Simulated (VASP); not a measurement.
Runs of VASP 6.6.1 on Ni. It takes space group Fm-3m (No. 225, cubic). The conventional cell has a = 3.517 Å, b = 3.517 Å, c = 3.517 Å, α = 90.00°, β = 90.00°, γ = 90.00°. Within 3.3 Å of Ni (site symmetry m-3m) lie 12 Ni at 2.49 Å. 

```tsv
spin	fixed moment (μB)	pressure (GPa)	moment (μB)
collinear, ferromagnetic start	-	0.3	0.64
collinear, ferromagnetic start	1.7	(a)	1.70
collinear, zero start	0.0	-1.0	0.00
collinear, ferromagnetic start	0.48	(b)	0.48
collinear, ferromagnetic start	0.73	0.9	0.73
collinear, ferromagnetic start	1.45	(c)	1.45
collinear, ferromagnetic start	1.21	6.5	1.21
collinear, ferromagnetic start	1.94	24.4	1.94
```

Alike in all rows: task single point; level PBE; potentials or basis VASP PAW PBE potentials, release 64 (Ni); cell as given; k mesh 15 × 15 × 15; cutoff (eV) 520; smearing fermi-dirac 0.05 eV.

Question: Fill in the values left out.

Answer: (a) 16.8; (b) -0.3; (c) 11.0.

Caveats: the total moment is fixed, so each spin has its own Fermi level (some runs).
